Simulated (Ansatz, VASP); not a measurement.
## CsGeF3: VASP beside Ansatz

```xyz
5
Lattice="4.4965 0.0000 0.0000 0.0000 4.4965 0.0000 0.0000 0.0000 4.4965" Properties=species:S:1:pos:R:3 pbc="T T T"
Cs    0.0000    0.0000    0.0000
Ge    2.2483    2.2483    2.2483
F     2.2483    2.2483    0.0000
F     2.2483    0.0000    2.2483
F     0.0000    2.2483    2.2483
```

Alike in both runs: task single point; functional PBE-based global hybrid with a share of 0.15 of exact exchange; k mesh 4 × 4 × 4; no spin polarisation.

|  | VASP | Ansatz |
| --- | --- | --- |
| version | VASP 6.6.1 | Ansatz 0.2.0 |
| potentials or method | VASP PAW PBE potentials, release 64 (Cs_sv, Ge_d, F) | plane waves |
| plane-wave cutoff (eV) | 520 | 420 |
| occupations | gaussian, width 0.01 eV | fixed |
| valence electrons in the cell | 44 | 44 |

Ansatz gave:

| Quantity | Value |
| --- | --- |
| gap on the k mesh at the Fermi level (eV) | 2.82 |
| pressure (GPa) | 1.6 |

Problem. What did VASP give for the same quantities?

Solution. gap on the k mesh at the Fermi level (eV): 2.81; pressure (GPa): 1.5.

VASP's potentials were made for PBE, not for PBE-based global hybrid. Ansatz's warnings: stress exchange threshold loose, stress scf threshold loose.

Spin-orbit coupling is off throughout.
